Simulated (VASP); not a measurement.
Input of a VASP 6.6.1 run:

Contents of INCAR:

```
PREC     = Accurate       # precision mode
ENCUT    = 520            # plane-wave cutoff, eV
EDIFF    = 1E-6           # SCF threshold, eV
ISMEAR   = -1             # smearing method
SIGMA    = 0.02           # smearing width, eV
LREAL    = Auto         
LASPH    = True           # aspherical terms in the spheres
NELM     = 100            # most SCF steps
ALGO     = Normal         # electronic algorithm
ISIF     = 2              # what is computed and relaxed
LWAVE    = False          # write WAVECAR
LCHARG   = False          # write CHGCAR
GGA      = PE             # functional
NBANDS   = 56             # bands
```

Contents of KPOINTS:

```
regular mesh
0
Gamma
  2 2 1
```

File POSCAR:

```
H2C18O
1.0
    7.3980000000      0.0000000000      0.0000000000
   -3.6990000000      6.4068560000      0.0000000000
    0.0000000000      0.0000000000     12.0000000000
C O H
18 1 2
Direct
   -0.0052007944     -0.0014710350      0.0570435214
    0.2153748240      0.1088578763      0.0571280153
   -0.0073281250      0.3315475760      0.0571648665
    0.2175866305      0.4440169763      0.0571100791
   -0.0055431820      0.6670932530      0.0570448214
    0.2157396053      0.7776809264      0.0571176592
    0.3260076644     -0.0017723351      0.0571405200
    0.5509042492      0.1106684777      0.0571370988
    0.3278625873      0.3337793101      0.0570878989
    0.5490835496      0.4444234194      0.0569828071
    0.3282216362      0.6652439479      0.0570760526
    0.5487319272      0.7754757318      0.0569714674
    0.6611245874      0.0003509286      0.0570866598
    0.8823610760      0.1109920062      0.0571180576
    0.6614735970      0.3319231147      0.0571188108
    0.8820163660      0.4421707580      0.0571471845
    0.6593092355      0.6648876251      0.0568644747
    0.8841351145      0.7773013647      0.0569104875
    0.8018026171      0.7245210734      0.3640406929
    0.8729524475      0.6458726505      0.3525519212
    0.9130931867      0.8687449542      0.3594897032
```

Potentials or basis: VASP PAW PBE potentials, release 64 (C, O, H).

Run with:

```sh
$ cat potpaw_PBE.64/C/POTCAR potpaw_PBE.64/O/POTCAR potpaw_PBE.64/H/POTCAR > POTCAR
$ mpirun -np 1 vasp_std > vasp.out
```

**Question.** What does it give for the largest force?

**Answer.** 0.137 eV/Å.

**Question.** Predict the band gap on the k mesh.

**Answer.** 0.21 eV, direct.

Forces on the atoms (eV/Å):
```
C   -0.005  0.002  0.000
C    0.003 -0.002  0.005
C    0.001  0.005  0.005
C   -0.004 -0.001  0.002
C    0.000 -0.003 -0.005
C   -0.001 -0.004  0.001
C    0.004  0.004  0.000
C   -0.005 -0.004  0.002
C    0.001 -0.006 -0.007
C    0.001 -0.002  0.003
C   -0.005  0.005 -0.001
C   -0.001 -0.003 -0.005
C    0.002 -0.004 -0.001
C    0.003 -0.005  0.000
C   -0.002  0.006  0.003
C   -0.002  0.005 -0.003
C    0.005  0.003  0.000
C    0.002 -0.001  0.000
O   -0.052 -0.018  0.008
H    0.073 -0.113 -0.012
H   -0.018  0.136  0.004
```

Caveat: the k points lie up to 0.49 Å⁻¹ apart.
